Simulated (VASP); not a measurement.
# HfN (zincblende type) (F-43m) in VASP: notebook

HfN (zincblende type) is run at these levels: PBE; tasks: single point.

All numbers are computed with VASP 6.6.1; they aren't measurements. Logs are shortened: lines on timing, memory, paths and dates and some standing lists are left out, and cuts for length are marked.

### 1 The cell of the first run

Symmetry: F-43m, No. 216, cubic system. The conventional cell has a = 4.762 Å, b = 4.762 Å, c = 4.762 Å, α = 90.00°, β = 90.00°, γ = 90.00°. Hf (site symmetry -43m) has 4 N at 2.06 Å within 2.7 Å. N (site symmetry -43m) has 4 Hf at 2.06 Å within 2.7 Å.

### 2 Single point, PBE

File INCAR:

```
  ALGO = Normal
  EDIFF = 1E-6
  ENCUT = 520
  GGA = PE
  ISIF = 2
  ISMEAR = -1
  LASPH = True
  LCHARG = True
  LELF = True
  LREAL = False
  LVHAR = True
  LWAVE = False
  NBANDS = 14
  NELM = 100
  PREC = Accurate
  SIGMA = 0.08
```

File KPOINTS:

```
k-points
0
Gamma
  14 14 14
```

File POSCAR:

```
HfN
1.0
    0.0000000000      2.3810947971      2.3810947971
    2.3810947971      0.0000000000      2.3810947971
    2.3810947971      2.3810947971      0.0000000000
Hf N
1 1
Direct
    0.0000000000      0.0000000000      0.0000000000
    0.2500000000      0.2500000000      0.2500000000
```

Potentials or basis: VASP PAW PBE potentials, release 64 (Hf_pv, N).

Run with:

```console
> cat potpaw_PBE.64/Hf_pv/POTCAR potpaw_PBE.64/N/POTCAR > POTCAR
> mpirun -np 1 vasp_std > vasp.out
```

OUTCAR:

```text
EDIFF = 1E-6
   ENCUT = 520
   GGA = PE
   ISIF = 2
   ISMEAR = -1
   LASPH = True
   LREAL = False
   NELM = 100
   PREC = Accurate

 ion  position               nearest neighbor table
   1  0.000  0.000  0.000-   2 2.06   2 2.06   2 2.06   2 2.06
   2  0.250  0.250  0.250-   1 2.06   1 2.06   1 2.06   1 2.06

  LATTYP: Found a face centered cubic cell.
 ALAT       =     4.7621895942

  Lattice vectors:

 A1 = (   0.0000000000,   2.3810947971,   2.3810947971)
 A2 = (   2.3810947971,   0.0000000000,   2.3810947971)
 A3 = (   2.3810947971,   2.3810947971,   0.0000000000)

Analysis of symmetry for initial positions (statically):
=====================================================================
 Subroutine PRICEL returns:
 Original cell was already a primitive cell.

 Routine SETGRP: Setting up the symmetry group for a
 face centered cubic supercell.

 Subroutine GETGRP returns: Found 24 space group operations
 (whereof 24 operations were pure point group operations)
 out of a pool of 48 trial point group operations.

The static configuration has the point symmetry T_d .

Analysis of symmetry for dynamics (positions and initial velocities):
=====================================================================
 Subroutine PRICEL returns:
 Original cell was already a primitive cell.

 Routine SETGRP: Setting up the symmetry group for a
 face centered cubic supercell.

 Subroutine GETGRP returns: Found 24 space group operations
 (whereof 24 operations were pure point group operations)
 out of a pool of 48 trial point group operations.

The dynamic configuration has the point symmetry T_d .

 Subroutine INISYM returns: Found 24 space group operations
 (whereof 24 operations are pure point group operations),
 and found     1 'primitive' translations

----------------------------------------------------------------------------------------

                                     Primitive cell

  volume of cell :      26.9998

  direct lattice vectors                    reciprocal lattice vectors
     0.000000000  2.381094797  2.381094797    -0.209987440  0.209987440  0.209987440
     2.381094797  0.000000000  2.381094797     0.209987440 -0.209987440  0.209987440
     2.381094797  2.381094797  0.000000000     0.209987440  0.209987440 -0.209987440

  length of vectors
     3.367376555  3.367376555  3.367376555     0.363708914  0.363708914  0.363708914

  position of ions in fractional coordinates (direct lattice)
     0.000000000  0.000000000  0.000000000
     0.250000000  0.250000000  0.250000000

  ion indices of the primitive-cell ions
   primitive index   ion index
                 1           1
                 2           2

----------------------------------------------------------------------------------------

 KPOINTS: k-points

Automatic generation of k-mesh.
 Grid dimensions read from file:
 generate k-points for:   14   14   14

 Generating k-lattice:

  Cartesian coordinates                     Fractional coordinates (reciprocal lattice)
    -0.014999103  0.014999103  0.014999103     0.071428571  0.000000000  0.000000000
     0.014999103 -0.014999103  0.014999103     0.000000000  0.071428571  0.000000000
     0.014999103  0.014999103 -0.014999103     0.000000000  0.000000000  0.071428571

  Length of vectors
     0.025979208  0.025979208  0.025979208

  Shift w.r.t. Gamma in fractional coordinates (k-lattice)
     0.000000000  0.000000000  0.000000000

 Subroutine IBZKPT returns following result:
 ===========================================

 Found    104 irreducible k-points:

 Following reciprocal coordinates:
            Coordinates               Weight
  0.000000  0.000000  0.000000      1.000000
  0.071429  0.000000  0.000000      8.000000
  0.142857  0.000000  0.000000      8.000000
  0.214286  0.000000  0.000000      8.000000
  0.285714  0.000000  0.000000      8.000000
  0.357143  0.000000  0.000000      8.000000
[... 16 lines left out ...]
  0.214286  0.142857  0.000000     24.000000
  0.285714  0.142857  0.000000     24.000000
 [... further k-points ...]
   k-points           NKPTS =    104   k-points in BZ     NKDIM =    104   number of bands    NBANDS=     14
   number of dos      NEDOS =    301   number of ions     NIONS =      2
   total plane-waves  NPLWV =  21952
   dimension x,y,z NGX =    28 NGY =   28 NGZ =   28
   dimension x,y,z NGXF=    56 NGYF=   56 NGZF=   56
   ions per type =               1   1
   NGX,Y,Z   is equivalent  to a cutoff of  13.82, 13.82, 13.82 a.u.
   NGXF,Y,Z  is equivalent  to a cutoff of  27.65, 27.65, 27.65 a.u.
 SYSTEM =  unknown system
   PREC   = accura    normal or accurate (medium, high low for compatibility)
   ISTART =      0    job   : 0-new  1-cont  2-samecut
   ICHARG =      2    charge: 1-file 2-atom 10-const
   ISPIN  =      1    spin polarized calculation?
   LNONCOLLINEAR =      F non collinear calculations
   LSORBIT =      F    spin-orbit coupling
   LASPH  =      T    aspherical Exc in radial PAW
   ENCUT  =  520.0 eV  38.22 Ry    6.18 a.u.   6.26  6.26  6.26*2*pi/ulx,y,z
   NELM   =    100;   NELMIN=  2; NELMDL= -5     # of ELM steps
   EDIFF  = 0.1E-05   stopping-criterion for ELM
   LREAL  =      F    real-space projection
   EDIFFG = 0.1E-04   stopping-criterion for IOM
   NSW    =      0    number of steps for IOM
   IBRION =     -1    ionic relax: 0-MD 1-quasi-New 2-CG
   NFREE  =      0    steps in history (QN), initial steepest desc. (CG)
   ISIF   =      2    stress and relaxation
   ISYM   =      2    0-nonsym 1-usesym 2-fastsym
   POTIM  = 0.5000    time-step for ionic-motion
   TEBEG  =    0.0;   TEEND  =   0.0 temperature during run
   PSTRESS=    0.0 pullay stress
   NELECT =      15.0000    total number of electrons
   NUPDOWN=      -1.0000    fix difference up-down
   EMIN   =  10.00;   EMAX   =-10.00  energy-range for DOS
   EFERMI =   0.00;   METHOD = LEGACY
   ISMEAR =    -1;   SIGMA  =   0.08  broadening in eV -4-tet -1-fermi 0-gaus
   EFERMI_NEDOS =   21; number of points for ismear=-14 and -15
   IALGO  =     38    algorithm
   IMIX   =      4    mixing-type and parameters
     AMIX     =   0.40;   BMIX     =  1.00
     AMIX_MAG =   1.60;   BMIX_MAG =  1.00
  volume/ion in A,a.u.               =      13.50        91.10
  Fermi-wavevector in a.u.,A,eV,Ry     =   1.345815  2.543221 24.643102  1.811217
  Thomas-Fermi vector in A             =   2.473697
   LORBIT       =      0    0 simple, 1 ext, 2 COOP (PROOUT), +10 PAW based schemes
   GGA     = PE    functional components
[... 5 lines left out ...]
 non-spin polarized calculation
  energy-cutoff  :      520.00
  volume of cell :       27.00
 maximum number of plane-waves:       748
 NGX is ok and might be reduce to    28
   NGX = 13   NGY = 13   NGZ = 13

 number of electron      14.9999999 magnetization

 Free energy of the ion-electron system (eV)
  ---------------------------------------------------
  ext. energy  EPLUGINS =         0.00000000
  ---------------------------------------------------
  free energy    TOTEN  =       -21.07047664 eV

  energy without entropy =      -21.05852575  energy(sigma->0) =      -21.06450120

 E-fermi :   6.5357     XC(G=0): -11.6644

 val. band max:        6.4648574108   @ k =   0.5000   0.2143   0.0000
 cond. band min:       6.5431861760   @ k =  -0.2857   0.2857   0.0714
 fundamental gap:      0.0783287652
 Fermi energy:         6.5357448029

 k-point     1 :       0.0000    0.0000    0.0000
  band No.  band energies     occupation
      1     -24.3010      2.00000
      2     -24.3010      2.00000
      3     -24.3010      2.00000
      4     -10.1399      2.00000
      5       0.6004      2.00000
      6       0.6004      2.00000
      7       0.6004      2.00000
      8       5.9868      1.99791
      9       8.9623      0.00000
     10       8.9623      0.00000
     11      13.6785      0.00000
     12      13.6785      0.00000
     13      13.6785      0.00000
     14      19.2143      0.00000

 k-point     2 :       0.0714    0.0000    0.0000
  band No.  band energies     occupation
      1     -24.3371      2.00000
      2     -24.3055      2.00000
      3     -24.3055      2.00000
      4     -10.0645      2.00000
      5       0.4864      2.00000
      6       0.6437      2.00000
      7       0.6437      2.00000
      8       6.2787      1.92268
      9       8.8556      0.00000
     10       8.8556      0.00000
     11      13.5243      0.00000
     12      13.8462      0.00000
     13      13.8462      0.00000
     14      19.2091      0.00000

 k-point     3 :       0.1429    0.0000    0.0000
  band No.  band energies     occupation
      1     -24.4367      2.00000
      2     -24.3179      2.00000
      3     -24.3179      2.00000
      4      -9.8585      2.00000
      5       0.2517      2.00000
      6       0.7611      2.00000
      7       0.7611      2.00000
      8       7.0099      0.00532
      9       8.6381      0.00000
     10       8.6381      0.00000
     11      13.1704      0.00000
     12      14.1823      0.00000
     13      14.1823      0.00000
     14      18.1547      0.00000
[... 324 lines left out ...]
 k-point    23 :       0.2143    0.1429    0.0000
  band No.  band energies     occupation
      1     -24.5317      2.00000
      2     -24.3658      2.00000
      3     -24.3621      2.00000
      4      -9.5487      2.00000
      5      -0.2075      2.00000
      6       1.0745      2.00000
      7       1.0962      2.00000
      8       7.1747      0.00068
      9       8.2073      0.00000
     10       9.3763      0.00000
     11      13.4497      0.00000
     12      13.8847      0.00000
     13      14.3418      0.00000
     14      17.9420      0.00000

 k-point    24 :       0.2857    0.1429    0.0000
  band No.  band energies     occupation
      1     -24.6546      2.00000
      2     -24.3876      2.00000
      3     -24.3841      2.00000
      4      -9.2863      2.00000
      5      -0.2625      2.00000
      6       1.2052      2.00000
      7       1.2805      2.00000
      8       7.0337      0.00396
      9       8.8226      0.00000
     10       9.4571      0.00000
     11      12.9922      0.00000
     12      13.7049      0.00000
     13      14.5066      0.00000
     14      16.6583      0.00000

 [... further k-points ...]
[... 5 lines left out ...]
  --------------------------------------------------------------------------------------
  -------------------------------------------------------------------------------------
  Total        3.5644103      3.5644103      3.5644103      0.0000000      0.0000000      0.0000000
  in kB      211.5135634    211.5135634    211.5135634      0.0000000      0.0000000      0.0000000
  external PRESSURE =     211.5135634 kB  Pullay stress =       0.0000000 kB

 VOLUME and BASIS-vectors are now :
 -----------------------------------------------------------------------------
  energy-cutoff  :      520.00
  volume of cell :       27.00
      direct lattice vectors                 reciprocal lattice vectors
     0.000000000  2.381094797  2.381094797    -0.209987440  0.209987440  0.209987440
     2.381094797  0.000000000  2.381094797     0.209987440 -0.209987440  0.209987440
     2.381094797  2.381094797  0.000000000     0.209987440  0.209987440 -0.209987440

 POSITION                                       TOTAL-FORCE (eV/Angst)
 -----------------------------------------------------------------------------------
      0.00000      0.00000      0.00000         0.000000      0.000000      0.000000
      1.19055      1.19055      1.19055        -0.000000     -0.000000     -0.000000
 -----------------------------------------------------------------------------------
    total drift:                               -0.000000     -0.000000     -0.000000

  FREE ENERGIE OF THE ION-ELECTRON SYSTEM (eV)
  ---------------------------------------------------
  free  energy   TOTEN  =       -21.0704766378 eV

  energy  without entropy=      -21.0585257537  energy(sigma->0) =      -21.06450120
```

Wall time 95 s (1 thread of AMD EPYC 7R13, shared host); peak memory 0.16 GiB.

Results:

| Property | Result |
| --- | --- |
| Free energy | -21.0705 eV |
| Pressure | 21.2 GPa |

Levels at points of the mesh, in eV from the Fermi level:
```tsv
k point	band 3	band 4	band 5	band 6	band 7	band 8	band 9	band 10	band 11	band 12
(0.00, 0.00, 0.00)	-30.84	-16.68	-5.94	-5.94	-5.94	-0.55	2.43	2.43	7.14	7.14
(0.50, 0.00, 0.00)	-30.93	-15.39	-5.93	-5.26	-5.26	1.66	3.00	3.00	4.56	5.79
(0.50, 0.50, 0.00)	-31.06	-14.95	-7.45	-3.75	-3.75	-1.21	2.42	4.50	5.16	5.16
```

Caveat: spin-orbit coupling is left out, which moves the levels of the heavy elements.

### 3 Single point, PBE

File INCAR:

```
SYSTEM = HfN
PREC = Accurate
ENCUT = 520
EDIFF = 1E-6
ISMEAR = -1
SIGMA = 0.08
LREAL = .FALSE.
LASPH = .TRUE.
NELM = 60
ALGO = Normal
ISIF = 2
LWAVE = .FALSE.
LCHARG = .FALSE.
GGA = PE
NBANDS = 14
```

File KPOINTS:

```
Automatic mesh
0
G
  14 14 14
  0 0 0
```

File POSCAR:

```
HfN
1.0
    0.0000000000      2.3812396862      2.3812396862
    2.3812396862      0.0000000000      2.3812396862
    2.3812396862      2.3812396862      0.0000000000
Hf N
1 1
Direct
    0.0000000000      0.0000000000      0.0000000000
    0.2500000000      0.2500000000      0.2500000000
```

Potentials or basis: VASP PAW PBE potentials, release 64 (Hf_pv, N).

Run with:

```console
> cat potpaw_PBE.64/Hf_pv/POTCAR potpaw_PBE.64/N/POTCAR > POTCAR
> mpirun -np 1 vasp_std > vasp.out
```

Wall time 82 s (1 thread of AMD EPYC 7R13, shared host); peak memory 0.16 GiB.

The run converged. Its results:

| Property | Result |
| --- | --- |
| Free energy | -21.0711 eV |
| Pressure | 21.1 GPa |

Levels at points of the mesh, in eV from the Fermi level:
| k point | band 5 | band 6 | band 7 | band 8 | band 9 | band 10 |
| --- | --- | --- | --- | --- | --- | --- |
| (0.00, 0.00, 0.00) | -5.93 | -5.93 | -5.93 | -0.55 | 2.43 | 2.43 |
| (0.50, 0.00, 0.00) | -5.93 | -5.26 | -5.26 | 1.66 | 3.00 | 3.00 |
| (0.50, 0.50, 0.00) | -7.45 | -3.75 | -3.75 | -1.21 | 2.42 | 4.49 |

Caveat: spin-orbit coupling is left out, which moves the levels of the heavy elements.
